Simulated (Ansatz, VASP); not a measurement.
# One calculation of ZrC4, two programs

Contents of INCAR:

```
  ALGO = Normal
  EDIFF = 1E-6
  EDIFFG = -0.04
  ENCUT = 600
  GGA = PE
  IBRION = 2
  ISIF = 3
  ISMEAR = 0
  LASPH = True
  LCHARG = False
  LREAL = False
  LWAVE = False
  NELM = 60
  NSW = 90
  PREC = Accurate
  SIGMA = 0.1
```

KPOINTS

```
k-points
0
Gamma
  6 6 6
```

The input POSCAR:

```
ZrC4
1.0
   -2.8867735500      2.8867735500      1.8039429400
    2.8867735500     -2.8867735500      1.8039429400
    2.8867735500      2.8867735500     -1.8039429400
Zr C
1 4
Direct
    0.0000000000      0.0000000000      0.0000000000
    0.5981912200      0.8028434700      0.4010346800
    0.8028434700      0.4018087800      0.2046522500
    0.1971565300      0.5981912200      0.7953477500
    0.4018087800      0.1971565300      0.5989653200
```

Input for Ansatz:

```yaml
crystal:
  lattice:
    - [-2.88677355, 2.88677355, 1.80394294]
    - [2.88677355, -2.88677355, 1.80394294]
    - [2.88677355, 2.88677355, -1.80394294]
  atoms:
    - { symbol: Zr, position: [0.0, 0.0, 0.0] }
    - { symbol: C, position: [0.59819122, 0.80284347, 0.40103468] }
    - { symbol: C, position: [0.80284347, 0.40180878, 0.20465225] }
    - { symbol: C, position: [0.19715653, 0.59819122, 0.79534775] }
    - { symbol: C, position: [0.40180878, 0.19715653, 0.59896532] }
basis:
  ecutwfc: 420
kpoints:
  mp_grid: { grid: [6, 6, 6] }
hamiltonian:
  xc: pbe
scf:
  occupations: { method: gaussian, width: 0.1 }
  lower_state_search: "off"
output:
  forces: true
  stress: true
  eigenvalues: true
relax:
  adjacent_minimum: "off"
  f_tol: 0.04
  max_steps: 70
  cell: { stress_tol: 0.4 }
```

Change from the starting cell: species swapped into the LuAg4 type (I4/m, No. 87).

Alike in both runs: task relaxation of cell and atoms; functional PBE; k mesh 6 × 6 × 6; occupations gaussian, width 0.1 eV; no spin polarisation.

|  | VASP | Ansatz |
| --- | --- | --- |
| version | VASP 6.6.1 | Ansatz 0.2.0 |
| potentials or method | VASP PAW PBE potentials, release 64 (Zr_sv, C), cutoff 600 eV | scalar-relativistic, plane waves, PAW |
| valence electrons in the cell | 28 | 28 |

```tsv
	VASP	Ansatz	Ansatz less VASP
gap on the k mesh at the Fermi level, each at its own relaxed structure (eV)	none	none	-
relaxed volume (Å³/atom)	9.94	9.90	-0.043
relaxed cell length with the largest relative difference (Å)	4.169	4.163	-0.0056
```

A gap of «none» marks a metal or a gap that the smearing closes.

Noted on VASP's run: the volume moved by over 15 % at a fixed basis, so the end points are rough.
